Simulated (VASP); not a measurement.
# Mo (Pm-3m) in VASP: notebook

Mo is run at these levels: r2SCAN; tasks: single point.

Program: VASP 6.6.1. These are calculated values, not measurements. Logs are shortened: lines on timing, memory, paths and dates and some standing lists are left out, and cuts for length are marked.

## 1. The cell of the first run

Symmetry: Pm-3m, No. 221, cubic system. Conventional cell: a = 2.592 Å, b = 2.592 Å, c = 2.592 Å, α = 90.00°, β = 90.00°, γ = 90.00°. Within 3.4 Å of Mo (site symmetry m-3m) lie 6 Mo at 2.59 Å.

## 2. Single point, r2SCAN

POSCAR reads:

```
Mo
1.0
    2.5919480104      0.0000000000      0.0000000000
    0.0000000000      2.5919480104      0.0000000000
    0.0000000000      0.0000000000      2.5919480104
Mo
1
Direct
    0.0000000000      0.0000000000      0.0000000000
```

INCAR.step1 reads:

```
SYSTEM = Mo
  PREC = Accurate
  ENCUT = 550
  ISMEAR = -1
  SIGMA = 0.1
  LREAL = .FALSE.
  LASPH = .TRUE.
  NELM = 120
  NBANDS = 13
  GGA = PE
  ALGO = Normal
  EDIFF = 1E-5
  LWAVE = .TRUE.
  LCHARG = .FALSE.
  GGA_COMPAT = .FALSE.
```

INCAR.step2 reads:

```
SYSTEM = Mo
  PREC = Accurate
  ENCUT = 550
  EDIFF = 1E-6
  ISMEAR = -1
  SIGMA = 0.1
  LREAL = .FALSE.
  LASPH = .TRUE.
  NELM = 120
  ALGO = Normal
  ISIF = 2
  LWAVE = .FALSE.
  LCHARG = .FALSE.
  METAGGA = R2SCAN
  LMIXTAU = .TRUE.
  NBANDS = 13
  ISTART = 1
  GGA_COMPAT = .FALSE.
```

KPOINTS reads:

```
Automatic mesh
0
G
  14 14 14
  0 0 0
```

Potentials or basis: VASP PAW PBE potentials, release 64 (Mo_sv).

On the command line:

```sh
$ cat potpaw_PBE.64/Mo_sv/POTCAR > POTCAR
$ cp INCAR.step1 INCAR
$ mpirun -np 1 vasp_std > vasp.out
$ cp INCAR.step2 INCAR
$ mpirun -np 1 vasp_std > vasp.out
```

OUTCAR:

```text
SYSTEM = Mo
   PREC = Accurate
   ENCUT = 550
   EDIFF = 1E-6
   ISMEAR = -1
   LREAL = .FALSE.
   LASPH = .TRUE.
   NELM = 120
   ISIF = 2
   METAGGA = R2SCAN
   ISTART = 1

 ion  position               nearest neighbor table
   1  0.000  0.000  0.000-

  LATTYP: Found a simple cubic cell.
 ALAT       =     2.5919480104

  Lattice vectors:

 A1 = (   2.5919480104,   0.0000000000,   0.0000000000)
 A2 = (   0.0000000000,   2.5919480104,   0.0000000000)
 A3 = (   0.0000000000,   0.0000000000,   2.5919480104)

Analysis of symmetry for initial positions (statically):
=====================================================================
 Subroutine PRICEL returns:
 Original cell was already a primitive cell.

 Routine SETGRP: Setting up the symmetry group for a
 simple cubic supercell.

 Subroutine GETGRP returns: Found 48 space group operations
 (whereof 48 operations were pure point group operations)
 out of a pool of 48 trial point group operations.

The static configuration has the point symmetry O_h .

Analysis of symmetry for dynamics (positions and initial velocities):
=====================================================================
 Subroutine PRICEL returns:
 Original cell was already a primitive cell.

 Routine SETGRP: Setting up the symmetry group for a
 simple cubic supercell.

 Subroutine GETGRP returns: Found 48 space group operations
 (whereof 48 operations were pure point group operations)
 out of a pool of 48 trial point group operations.

The dynamic configuration has the point symmetry O_h .

 Subroutine INISYM returns: Found 48 space group operations
 (whereof 48 operations are pure point group operations),
 and found     1 'primitive' translations

----------------------------------------------------------------------------------------

                                     Primitive cell

  volume of cell :      17.4132

  direct lattice vectors                    reciprocal lattice vectors
     2.591948010  0.000000000  0.000000000     0.385810208  0.000000000  0.000000000
     0.000000000  2.591948010  0.000000000     0.000000000  0.385810208  0.000000000
     0.000000000  0.000000000  2.591948010     0.000000000  0.000000000  0.385810208

  length of vectors
     2.591948010  2.591948010  2.591948010     0.385810208  0.385810208  0.385810208

  position of ions in fractional coordinates (direct lattice)
     0.000000000  0.000000000  0.000000000

  ion indices of the primitive-cell ions
   primitive index   ion index
                 1           1

----------------------------------------------------------------------------------------

 KPOINTS: Automatic mesh

Automatic generation of k-mesh.
 Grid dimensions read from file:
 generate k-points for:   14   14   14

 Generating k-lattice:

  Cartesian coordinates                     Fractional coordinates (reciprocal lattice)
     0.027557872  0.000000000  0.000000000     0.071428571  0.000000000  0.000000000
     0.000000000  0.027557872  0.000000000     0.000000000  0.071428571  0.000000000
     0.000000000  0.000000000  0.027557872     0.000000000  0.000000000  0.071428571

  Length of vectors
     0.027557872  0.027557872  0.027557872

  Shift w.r.t. Gamma in fractional coordinates (k-lattice)
     0.000000000  0.000000000  0.000000000

 Subroutine IBZKPT returns following result:
 ===========================================

 Found    120 irreducible k-points:

 Following reciprocal coordinates:
            Coordinates               Weight
  0.000000  0.000000  0.000000      1.000000
  0.071429  0.000000  0.000000      6.000000
  0.142857  0.000000  0.000000      6.000000
  0.214286  0.000000  0.000000      6.000000
  0.285714  0.000000  0.000000      6.000000
  0.357143  0.000000  0.000000      6.000000
[... 16 lines left out ...]
  0.285714  0.214286  0.000000     24.000000
  0.357143  0.214286  0.000000     24.000000
 [... further k-points ...]
   k-points           NKPTS =    120   k-points in BZ     NKDIM =    120   number of bands    NBANDS=     13
   number of dos      NEDOS =    301   number of ions     NIONS =      1
   total plane-waves  NPLWV =   8000
   dimension x,y,z NGX =    20 NGY =   20 NGZ =   20
   dimension x,y,z NGXF=    40 NGYF=   40 NGZF=   40
   ions per type =               1
   NGX,Y,Z   is equivalent  to a cutoff of  12.83, 12.83, 12.83 a.u.
   NGXF,Y,Z  is equivalent  to a cutoff of  25.66, 25.66, 25.66 a.u.
 SYSTEM =  Mo
   PREC   = accura    normal or accurate (medium, high low for compatibility)
   ISTART =      1    job   : 0-new  1-cont  2-samecut
   ICHARG =      0    charge: 1-file 2-atom 10-const
   ISPIN  =      1    spin polarized calculation?
   LNONCOLLINEAR =      F non collinear calculations
   LSORBIT =      F    spin-orbit coupling
   LASPH  =      T    aspherical Exc in radial PAW
   ENCUT  =  550.0 eV  40.42 Ry    6.36 a.u.   4.96  4.96  4.96*2*pi/ulx,y,z
   NELM   =    120;   NELMIN=  2; NELMDL=  0     # of ELM steps
   EDIFF  = 0.1E-05   stopping-criterion for ELM
   LREAL  =      F    real-space projection
   EDIFFG = 0.1E-04   stopping-criterion for IOM
   NSW    =      0    number of steps for IOM
   IBRION =     -1    ionic relax: 0-MD 1-quasi-New 2-CG
   NFREE  =      0    steps in history (QN), initial steepest desc. (CG)
   ISIF   =      2    stress and relaxation
   ISYM   =      2    0-nonsym 1-usesym 2-fastsym
   POTIM  = 0.5000    time-step for ionic-motion
   TEBEG  =    0.0;   TEEND  =   0.0 temperature during run
   PSTRESS=    0.0 pullay stress
   NELECT =      14.0000    total number of electrons
   NUPDOWN=      -1.0000    fix difference up-down
   EMIN   =  10.00;   EMAX   =-10.00  energy-range for DOS
   EFERMI =   0.00;   METHOD = LEGACY
   ISMEAR =    -1;   SIGMA  =   0.10  broadening in eV -4-tet -1-fermi 0-gaus
   EFERMI_NEDOS =   21; number of points for ismear=-14 and -15
   IALGO  =     38    algorithm
   IMIX   =      4    mixing-type and parameters
     AMIX     =   0.40;   BMIX     =  1.00
     AMIX_MAG =   1.60;   BMIX_MAG =  1.00
  volume/ion in A,a.u.               =      17.41       117.51
  Fermi-wavevector in a.u.,A,eV,Ry     =   1.522268  2.876670 31.528794  2.317301
  Thomas-Fermi vector in A             =   2.630871
   LORBIT       =      0    0 simple, 1 ext, 2 COOP (PROOUT), +10 PAW based schemes
   METAGGA = R2SCAN    functional components
   LHFCALC =     F    Hartree Fock is set to
   AEXX    =    0.0000 exact exchange contribution
   IVDW    =     0    specifies the selected vdW correction
   LEPSILON=     F    determine dielectric tensor
   LRPA    =     F    only Hartree local field effects (RPA)
 non-spin polarized calculation
  energy-cutoff  :      550.00
  volume of cell :       17.41
 maximum number of plane-waves:       536
 NGX is ok and might be reduce to    20
   NGX =  9   NGY =  9   NGZ =  9

 number of electron      13.9999993 magnetization

 Free energy of the ion-electron system (eV)
  ---------------------------------------------------
  ext. energy  EPLUGINS =         0.00000000
  ---------------------------------------------------
  free energy    TOTEN  =       -24.87918170 eV

  energy without entropy =      -24.84247638  energy(sigma->0) =      -24.86082904

 E-fermi :  10.8366     XC(G=0): -13.7452

 val. band max:       10.8250999995   @ k =   0.5000   0.0000   0.0000
 cond. band min:      10.8483470987   @ k =   0.3571   0.3571   0.2143
 fundamental gap:      0.0232470992
 Fermi energy:        10.8366336171

 k-point     1 :       0.0000    0.0000    0.0000
  band No.  band energies     occupation
      1     -52.2323      2.00000
      2     -24.6982      2.00000
      3     -24.6982      2.00000
      4     -24.6982      2.00000
      5       3.9435      2.00000
      6       6.2762      2.00000
      7       6.2762      2.00000
      8      14.9673      0.00000
      9      14.9673      0.00000
     10      14.9673      0.00000
     11      27.3481      0.00000
     12      27.3481      0.00000
     13      27.3481      0.00000

 k-point     2 :       0.0714    0.0000    0.0000
  band No.  band energies     occupation
      1     -52.2214      2.00000
      2     -24.7856      2.00000
      3     -24.6909      2.00000
      4     -24.6909      2.00000
      5       4.1090      2.00000
      6       6.3184      2.00000
      7       6.4644      2.00000
      8      14.7406      0.00000
      9      14.7406      0.00000
     10      14.9833      0.00000
     11      26.4683      0.00000
     12      27.6796      0.00000
     13      27.6796      0.00000

 k-point     3 :       0.1429    0.0000    0.0000
  band No.  band energies     occupation
      1     -52.1906      2.00000
      2     -25.0264      2.00000
      3     -24.6705      2.00000
      4     -24.6705      2.00000
      5       4.5483      2.00000
      6       6.4392      2.00000
      7       7.0376      2.00000
      8      14.1571      0.00000
      9      14.1571      0.00000
     10      15.0284      0.00000
     11      24.6869      0.00000
     12      28.5624      0.00000
     13      28.5624      0.00000
[... 305 lines left out ...]
 k-point    23 :       0.2857    0.2143    0.0000
  band No.  band energies     occupation
      1     -52.0110      2.00000
      2     -25.6478      2.00000
      3     -25.2491      2.00000
      4     -24.5521      2.00000
      5       6.5891      2.00000
      6       7.8326      2.00000
      7       9.5619      1.99999
      8      11.9843      0.00002
      9      12.8907      0.00000
     10      13.7730      0.00000
     11      22.7095      0.00000
     12      25.8917      0.00000
     13      29.5107      0.00000

 k-point    24 :       0.3571    0.2143    0.0000
  band No.  band energies     occupation
      1     -51.9659      2.00000
      2     -25.9566      2.00000
      3     -25.2120      2.00000
      4     -24.5227      2.00000
      5       6.9970      2.00000
      6       7.8388      2.00000
      7       9.7651      1.99996
      8      12.3421      0.00000
      9      12.9116      0.00000
     10      13.8602      0.00000
     11      21.3806      0.00000
     12      26.7488      0.00000
     13      28.8447      0.00000

 [... further k-points ...]
[... 5 lines left out ...]
  --------------------------------------------------------------------------------------
  -------------------------------------------------------------------------------------
  Total       -0.0186759     -0.0186759     -0.0186759      0.0000000     -0.0000000      0.0000000
  in kB       -1.7183594     -1.7183594     -1.7183594      0.0000000     -0.0000000      0.0000000
  external PRESSURE =      -1.7183594 kB  Pullay stress =       0.0000000 kB

 VOLUME and BASIS-vectors are now :
 -----------------------------------------------------------------------------
  energy-cutoff  :      550.00
  volume of cell :       17.41
      direct lattice vectors                 reciprocal lattice vectors
     2.591948010  0.000000000  0.000000000     0.385810208  0.000000000  0.000000000
     0.000000000  2.591948010  0.000000000     0.000000000  0.385810208  0.000000000
     0.000000000  0.000000000  2.591948010     0.000000000  0.000000000  0.385810208

 POSITION                                       TOTAL-FORCE (eV/Angst)
 -----------------------------------------------------------------------------------
      0.00000      0.00000      0.00000         0.000000      0.000000      0.000000
 -----------------------------------------------------------------------------------
    total drift:                               -0.000000      0.000000      0.000000

  FREE ENERGIE OF THE ION-ELECTRON SYSTEM (eV)
  ---------------------------------------------------
  free  energy   TOTEN  =       -24.8791816992 eV

  energy  without entropy=      -24.8424763804  energy(sigma->0) =      -24.86082904
```

Run time: 44 s. Hardware: 1 thread of Intel Xeon 6975P-C (Granite Rapids), shared host; peak memory 0.14 GiB.

Results:

| Property | Result |
| --- | --- |
| Free energy | -24.8792 eV |
| Pressure | -0.2 GPa |
| Band gap on the k mesh | zero (band 7 reaches 12.54 eV, above the bottom of band 8 at 9.90 eV) |

Levels at points of the mesh, in eV from the Fermi level:
```csv
k point,band 3,band 4,band 5,band 6,band 7,band 8,band 9,band 10,band 11,band 12
"(0.00, 0.00, 0.00)",-35.53,-35.53,-6.89,-4.56,-4.56,4.13,4.13,4.13,16.51,16.51
"(0.50, 0.00, 0.00)",-35.39,-35.39,-3.72,-3.61,-0.01,0.77,0.77,4.46,9.64,14.91
"(0.50, 0.50, 0.00)",-36.93,-35.25,-5.62,-2.48,1.45,1.45,6.07,6.07,6.28,14.81
"(0.50, 0.50, 0.50)",-36.72,-36.72,-3.91,-3.91,-3.91,6.51,6.51,8.08,13.54,13.54
```

Caveat: the PAW data sets were made with another functional, which shifts forces and pressure a little.

## 3. Single point, r2SCAN (volume scaled by 1.04)

POSCAR reads:

```
Mo
1.0
    2.6260565010      0.0000000000      0.0000000000
    0.0000000000      2.6260565010      0.0000000000
    0.0000000000      0.0000000000      2.6260565010
Mo
1
Direct
    0.0000000000      0.0000000000      0.0000000000
```

INCAR.step1 reads:

```
ALGO = Normal
EDIFF = 1E-5
ENCUT = 550
GGA = PE
GGA_COMPAT = F
ISMEAR = -1
LASPH = T
LCHARG = F
LREAL = F
LWAVE = T
NBANDS = 13
NELM = 120
PREC = Accurate
SIGMA = 0.1
```

INCAR.step2 reads:

```
ALGO = Normal
EDIFF = 1E-6
ENCUT = 550
GGA_COMPAT = F
ISIF = 2
ISMEAR = -1
ISTART = 1
LASPH = T
LCHARG = F
LMIXTAU = T
LREAL = F
LWAVE = F
METAGGA = R2SCAN
NBANDS = 13
NELM = 120
PREC = Accurate
SIGMA = 0.1
```

KPOINTS reads:

```
k-points
0
Gamma
  14 14 14
```

Potentials or basis: VASP PAW PBE potentials, release 64 (Mo_sv).

On the command line:

```sh
$ cat potpaw_PBE.64/Mo_sv/POTCAR > POTCAR
$ cp INCAR.step1 INCAR
$ mpirun -np 1 vasp_std > vasp.out
$ cp INCAR.step2 INCAR
$ mpirun -np 1 vasp_std > vasp.out
```

Run time: 36 s. Hardware: 1 thread of Intel Xeon 6975P-C (Granite Rapids), shared host; peak memory 0.14 GiB.

The run converged. Its results:

| Quantity | Value |
| --- | --- |
| Free energy | -24.8625 eV |
| Pressure | -7.3 GPa |
| Band gap on the k mesh | zero (band 7 reaches 11.91 eV, above the bottom of band 8 at 9.35 eV) |

Levels at points of the mesh, in eV from the Fermi level:
| k point | band 4 | band 5 | band 6 | band 7 | band 8 | band 9 | band 10 | band 11 |
| --- | --- | --- | --- | --- | --- | --- | --- | --- |
| (0.00, 0.00, 0.00) | -35.60 | -6.76 | -4.35 | -4.35 | 3.93 | 3.93 | 3.93 | 16.17 |
| (0.50, 0.00, 0.00) | -35.47 | -3.65 | -3.44 | -0.03 | 0.76 | 0.76 | 4.24 | 9.17 |
| (0.50, 0.50, 0.00) | -35.35 | -5.30 | -2.41 | 1.40 | 1.40 | 5.84 | 5.84 | 5.94 |
| (0.50, 0.50, 0.50) | -36.66 | -3.68 | -3.68 | -3.68 | 6.16 | 6.16 | 8.18 | 12.97 |

Caveat: the PAW data sets were made with another functional, which shifts forces and pressure a little.

(Continued in part 2 of 2.)
